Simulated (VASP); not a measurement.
A run of VASP 6.6.1 is set up as follows.

File INCAR:

```
  ALGO = Normal
  EDIFF = 1E-7
  EDIFFG = -0.01
  ENCUT = 1230
  GGA = RE
  GGA_COMPAT = F
  IBRION = 2
  ISIF = 3
  ISMEAR = -1
  LASPH = T
  LCHARG = F
  LREAL = F
  LWAVE = F
  NELM = 120
  NELMIN = 4
  NSW = 60
  PREC = Accurate
  SIGMA = 0.05
```

KPOINTS

```
k-points
0
Gamma
  11 11 11
```

POSCAR

```
H
1.0
   -1.6915344700      1.6915344700      2.0584739900
    1.6915344700     -1.6915344700      2.0584739900
    1.6915344700      1.6915344700     -2.0584739900
H
2
Direct
    0.0901377100      0.0901377100      0.0000000000
    0.9098622900      0.9098622900      0.0000000000
```

Potentials or basis: VASP PAW PBE potentials, release 64 (H_h).

Command:

```console
$ cat potpaw_PBE.64/H_h/POTCAR > POTCAR
$ mpirun -np 1 vasp_std > vasp.out
```

Q: Estimate the relaxed volume.

A: 19.73 Å³/atom.

Q: Predict the space group after relaxing (to 0.1 Å).

A: I4/mmm (No. 139).

Step by step:
| step | energy change (eV) | largest force (eV/Å) | pressure (GPa) | volume (Å³) |
| --- | --- | --- | --- | --- |
| 1 | 0.0000 | 0.0791 | 1.20 | 23.56 |
| 2 | -0.0005 | 0.3212 | 0.50 | 23.86 |
| 3 | -0.0009 | 0.1703 | 0.76 | 23.74 |
| 4 | -0.0020 | 0.1670 | 0.74 | 23.92 |
| 5 | -0.0053 | 0.1554 | 0.69 | 24.45 |
| 6 | -0.0112 | 0.1278 | 0.60 | 25.53 |
| 7 | -0.0208 | 0.0540 | 0.49 | 27.78 |
| 8 | -0.0322 | 0.1687 | 0.44 | 32.68 |
| 9 | -0.0238 | 0.9608 | 0.73 | 44.15 |
| 10 | -0.0318 | 0.6302 | 0.67 | 38.19 |
| 11 | -0.0327 | 0.5739 | 0.60 | 38.50 |
| 12 | -0.0349 | 0.4096 | 0.40 | 39.43 |
| 13 | -0.0368 | 0.0959 | 0.05 | 41.35 |
| 14 | -0.0368 | 0.0669 | 0.02 | 41.54 |
| 15 | -0.0368 | 0.0563 | 0.01 | 41.61 |
| 16 | -0.0368 | 0.0544 | 0.00 | 41.53 |
| 17 | -0.0369 | 0.0481 | 0.00 | 41.29 |
| 18 | -0.0370 | 0.0361 | 0.00 | 40.82 |
| 19 | -0.0372 | 0.0136 | 0.00 | 39.89 |
| 20 | -0.0372 | 0.0036 | 0.00 | 39.46 |

Caveat: the volume moved by over 15 % at a fixed basis, so the end points are rough; this functional lacks dispersion, which holds the molecules together, so the pressure and a relaxed volume are unreliable; the PAW data sets were made with another functional, which shifts forces and pressure a little.
